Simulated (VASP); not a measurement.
# HgTe (F-43m) in VASP: notebook

The runs below take HgTe through single point, with PBEsol.

Everything below comes from runs of VASP 6.6.1. Logs are shortened: lines on timing, memory, paths and dates and some standing lists are left out, and cuts for length are marked.

### 1 The cell of the first run

The structure is cubic, space group F-43m (No. 216). The conventional cell has a = 6.578 Å, b = 6.578 Å, c = 6.578 Å, α = 90.00°, β = 90.00°, γ = 90.00°. Hg (site symmetry -43m) has 4 Te at 2.85 Å within 3.8 Å. Within 3.8 Å of Te (site symmetry -43m) lie 4 Hg at 2.85 Å.

### 2 Single point, PBEsol

The input, INCAR:

```
SYSTEM = HgTe
PREC = Accurate ; ENCUT = 500
EDIFF = 1E-6 ; ISMEAR = 0
SIGMA = 0.01 ; LREAL = .FALSE.
LASPH = .TRUE. ; NELM = 120
ALGO = Normal ; ISIF = 2
LWAVE = .FALSE. ; LCHARG = .TRUE.
GGA = PS ; LELF = .TRUE.
LVHAR = .TRUE. ; NBANDS = 16
GGA_COMPAT = .FALSE.
```

The input, KPOINTS:

```
Automatic mesh
0
G
  4 4 4
  0 0 0
```

The input, POSCAR:

```
HgTe
1.0
    0.0000000000      3.2891578872      3.2891578872
    3.2891578872      0.0000000000      3.2891578872
    3.2891578872      3.2891578872      0.0000000000
Hg Te
1 1
Direct
    0.0000000000      0.0000000000      0.0000000000
    0.2500000000      0.2500000000      0.2500000000
```

Potentials or basis: VASP PAW PBE potentials, release 64 (Hg, Te).

Started as:

```
> cat potpaw_PBE.64/Hg/POTCAR potpaw_PBE.64/Te/POTCAR > POTCAR
> mpirun -np 1 vasp_std > vasp.out
```

OUTCAR:

```text
SYSTEM = HgTe
   PREC = Accurate
   ENCUT = 500
   EDIFF = 1E-6
   ISMEAR = 0
   LREAL = .FALSE.
   LASPH = .TRUE.
   NELM = 120
   ISIF = 2
   GGA = PS

 ion  position               nearest neighbor table
   1  0.000  0.000  0.000-   2 2.85   2 2.85   2 2.85   2 2.85
   2  0.250  0.250  0.250-   1 2.85   1 2.85   1 2.85   1 2.85

  LATTYP: Found a face centered cubic cell.
 ALAT       =     6.5783157744

  Lattice vectors:

 A1 = (   0.0000000000,   3.2891578872,   3.2891578872)
 A2 = (   3.2891578872,   0.0000000000,   3.2891578872)
 A3 = (   3.2891578872,   3.2891578872,   0.0000000000)

Analysis of symmetry for initial positions (statically):
=====================================================================
 Subroutine PRICEL returns:
 Original cell was already a primitive cell.

 Routine SETGRP: Setting up the symmetry group for a
 face centered cubic supercell.

 Subroutine GETGRP returns: Found 24 space group operations
 (whereof 24 operations were pure point group operations)
 out of a pool of 48 trial point group operations.

The static configuration has the point symmetry T_d .

Analysis of symmetry for dynamics (positions and initial velocities):
=====================================================================
 Subroutine PRICEL returns:
 Original cell was already a primitive cell.

 Routine SETGRP: Setting up the symmetry group for a
 face centered cubic supercell.

 Subroutine GETGRP returns: Found 24 space group operations
 (whereof 24 operations were pure point group operations)
 out of a pool of 48 trial point group operations.

The dynamic configuration has the point symmetry T_d .

 Subroutine INISYM returns: Found 24 space group operations
 (whereof 24 operations are pure point group operations),
 and found     1 'primitive' translations

----------------------------------------------------------------------------------------

                                     Primitive cell

  volume of cell :      71.1679

  direct lattice vectors                    reciprocal lattice vectors
     0.000000000  3.289157887  3.289157887    -0.152014594  0.152014594  0.152014594
     3.289157887  0.000000000  3.289157887     0.152014594 -0.152014594  0.152014594
     3.289157887  3.289157887  0.000000000     0.152014594  0.152014594 -0.152014594

  length of vectors
[... 63 lines left out ...]
   ENCUT  =  500.0 eV  36.75 Ry    6.06 a.u.   8.48  8.48  8.48*2*pi/ulx,y,z
   NELM   =    120;   NELMIN=  2; NELMDL= -5     # of ELM steps
   EDIFF  = 0.1E-05   stopping-criterion for ELM
   LREAL  =      F    real-space projection
   EDIFFG = 0.1E-04   stopping-criterion for IOM
   NSW    =      0    number of steps for IOM
   IBRION =     -1    ionic relax: 0-MD 1-quasi-New 2-CG
   NFREE  =      0    steps in history (QN), initial steepest desc. (CG)
   ISIF   =      2    stress and relaxation
   ISYM   =      2    0-nonsym 1-usesym 2-fastsym
   POTIM  = 0.5000    time-step for ionic-motion
   TEBEG  =    0.0;   TEEND  =   0.0 temperature during run
   PSTRESS=    0.0 pullay stress
   NELECT =      18.0000    total number of electrons
   NUPDOWN=      -1.0000    fix difference up-down
   EMIN   =  10.00;   EMAX   =-10.00  energy-range for DOS
   EFERMI =   0.00;   METHOD = LEGACY
   ISMEAR =     0;   SIGMA  =   0.01  broadening in eV -4-tet -1-fermi 0-gaus
   EFERMI_NEDOS =   21; number of points for ismear=-14 and -15
   IALGO  =     38    algorithm
   IMIX   =      4    mixing-type and parameters
     AMIX     =   0.40;   BMIX     =  1.00
     AMIX_MAG =   1.60;   BMIX_MAG =  1.00
  volume/ion in A,a.u.               =      35.58       240.13
  Fermi-wavevector in a.u.,A,eV,Ry     =   1.035311  1.956455 14.583669  1.071869
  Thomas-Fermi vector in A             =   2.169648
   LORBIT       =      0    0 simple, 1 ext, 2 COOP (PROOUT), +10 PAW based schemes
   GGA     = PS    functional components
   LHFCALC =     F    Hartree Fock is set to
   AEXX    =    0.0000 exact exchange contribution
   IVDW    =     0    specifies the selected vdW correction
   LEPSILON=     F    determine dielectric tensor
   LRPA    =     F    only Hartree local field effects (RPA)
 non-spin polarized calculation
 Gauss-broadening in eV      SIGMA  =   0.01
  energy-cutoff  :      500.00
  volume of cell :       71.17
 maximum number of plane-waves:      1820
 NGX is ok and might be reduce to    36
   NGX = 17   NGY = 17   NGZ = 17

 number of electron      18.0000001 magnetization

 Free energy of the ion-electron system (eV)
  ---------------------------------------------------
  ext. energy  EPLUGINS =         0.00000000
  ---------------------------------------------------
  free energy    TOTEN  =        -4.28193189 eV

  energy without entropy =       -4.28169085  energy(sigma->0) =       -4.28181137

 E-fermi :   2.4450     XC(G=0):  -8.6823

 val. band max:        2.4419510245   @ k =   0.0000   0.0000   0.0000
 cond. band min:       3.0655962793   @ k =   0.5000   0.0000   0.0000
 fundamental gap:      0.6236452548
 Fermi energy:         2.4449966875

 k-point     1 :       0.0000    0.0000    0.0000
  band No.  band energies     occupation
      1      -9.2116      2.00000
      2      -4.6336      2.00000
      3      -4.6336      2.00000
      4      -4.6336      2.00000
      5      -4.1641      2.00000
      6      -4.1641      2.00000
[... 129 lines left out ...]
      3      -4.3964      2.00000
      4      -4.2100      2.00000
      5      -4.1924      2.00000
      6      -3.6273      2.00000
[... 8 lines left out ...]
     15      13.2671      0.00000
     16      13.3902      0.00000

------------------------ aborting loop because EDIFF is reached ----------------------------------------

  FORCE on cell =-STRESS in cart. coord.  units (eV):
  Direction    XX          YY          ZZ          XY          YZ          ZX
  --------------------------------------------------------------------------------------
  -------------------------------------------------------------------------------------
  Total       -0.3129584     -0.3129584     -0.3129584      0.0000000      0.0000000      0.0000000
  in kB       -7.0455188     -7.0455188     -7.0455188      0.0000000      0.0000000      0.0000000
  external PRESSURE =      -7.0455188 kB  Pullay stress =       0.0000000 kB

 VOLUME and BASIS-vectors are now :
 -----------------------------------------------------------------------------
  energy-cutoff  :      500.00
  volume of cell :       71.17
      direct lattice vectors                 reciprocal lattice vectors
     0.000000000  3.289157887  3.289157887    -0.152014594  0.152014594  0.152014594
     3.289157887  0.000000000  3.289157887     0.152014594 -0.152014594  0.152014594
     3.289157887  3.289157887  0.000000000     0.152014594  0.152014594 -0.152014594

 POSITION                                       TOTAL-FORCE (eV/Angst)
 -----------------------------------------------------------------------------------
      0.00000      0.00000      0.00000        -0.000000     -0.000000     -0.000000
      1.64458      1.64458      1.64458         0.000000      0.000000      0.000000
 -----------------------------------------------------------------------------------
    total drift:                               -0.000000     -0.000000     -0.000000

  FREE ENERGIE OF THE ION-ELECTRON SYSTEM (eV)
  ---------------------------------------------------
  free  energy   TOTEN  =        -4.2819318878 eV

  energy  without entropy=       -4.2816908529  energy(sigma->0) =       -4.28181137
```

OSZICAR:

```text
N       E                     dE             d eps       ncg     rms          rms(c)
DAV:   1     0.105638648954E+03    0.10564E+03   -0.79228E+03   256   0.952E+02
DAV:   2    -0.803767851629E+00   -0.10644E+03   -0.99653E+02   296   0.220E+02
DAV:   3    -0.448463851193E+01   -0.36809E+01   -0.36693E+01   328   0.443E+01
DAV:   4    -0.451974096269E+01   -0.35102E-01   -0.35100E-01   376   0.374E+00
DAV:   5    -0.451983415063E+01   -0.93188E-04   -0.93187E-04   336   0.192E-01    0.681E+00
DAV:   6    -0.429396716201E+01    0.22587E+00   -0.44992E-01   280   0.878E+00    0.553E+00
DAV:   7    -0.428384475405E+01    0.10122E-01   -0.98038E-02   296   0.207E+00    0.219E+00
DAV:   8    -0.428210591539E+01    0.17388E-02   -0.95570E-03   312   0.110E+00    0.538E-01
DAV:   9    -0.428190473652E+01    0.20118E-03   -0.71174E-04   304   0.298E-01    0.102E-01
DAV:  10    -0.428192178155E+01   -0.17045E-04   -0.87602E-05   304   0.836E-02    0.469E-02
DAV:  11    -0.428193204611E+01   -0.10265E-04   -0.18489E-05   304   0.277E-02    0.169E-02
DAV:  12    -0.428193188776E+01    0.15835E-06   -0.29758E-06   288   0.107E-02
   1 F= -.42819319E+01 E0= -.42818114E+01  d E =-.241035E-03
```

Run time: 16 s. Hardware: 1 thread of Intel Xeon 8259CL, shared host; peak memory 0.2 GiB.

What came out:

```
Free energy            : -4.2819 eV
Pressure               : -0.7 GPa
Band gap on the k mesh : zero (filled and empty bands touch)
```

Caveat: the k points lie up to 0.41 Å⁻¹ apart; semilocal functionals underestimate gaps, and a narrow one can read as zero; the PAW data sets were made with another functional, which shifts forces and pressure a little; spin-orbit coupling is left out, which moves the levels of the heavy elements.

### 3 Single point, PBEsol

The input, INCAR:

```
SYSTEM = HgTe
  ALGO = Normal
  EDIFF = 1E-6
  ENCUT = 500
  GGA = PS
  GGA_COMPAT = .False.
  ISIF = 2
  ISMEAR = 1
  LASPH = .True.
  LCHARG = .False.
  LREAL = .False.
  LWAVE = .False.
  NBANDS = 16
  NELM = 120
  PREC = Accurate
  SIGMA = 0.5
```

The input, KPOINTS:

```
k-points
0
Gamma
  4 4 4
  0 0 0
```

POSCAR is that of step 2.

Potentials or basis: VASP PAW PBE potentials, release 64 (Hg, Te).

Started as:

```
> cat potpaw_PBE.64/Hg/POTCAR potpaw_PBE.64/Te/POTCAR > POTCAR
> mpirun -np 1 vasp_std > vasp.out
```

Run time: 20 s. Hardware: 1 thread of Intel Xeon 8259CL, shared host; peak memory 0.2 GiB.

The run converged. Its results:

- Free energy: -4.2778 eV
- Pressure: -0.8 GPa
- Band gap on the k mesh: zero (filled and empty bands touch)

Levels at points of the mesh, in eV from the Fermi level:
```csv
k point,band 7,band 8,band 9,band 10,band 11,band 12
"(0.00, 0.00, 0.00)",-0.97,-0.03,-0.03,-0.03,4.22,4.22
"(0.50, 0.00, 0.00)",-5.24,-0.93,-0.93,0.59,4.98,4.98
"(0.50, 0.50, 0.00)",-5.24,-2.11,-2.11,1.82,2.47,7.89
```

Caveat: the k points lie up to 0.41 Å⁻¹ apart; so wide a smearing shifts energies and pressures; semilocal functionals underestimate gaps, and a narrow one can read as zero; the PAW data sets were made with another functional, which shifts forces and pressure a little; spin-orbit coupling is left out, which moves the levels of the heavy elements.

(Continued in part 2 of 2.)

The gap in the log of VASP goes by the Fermi energy; the results here count the filled bands.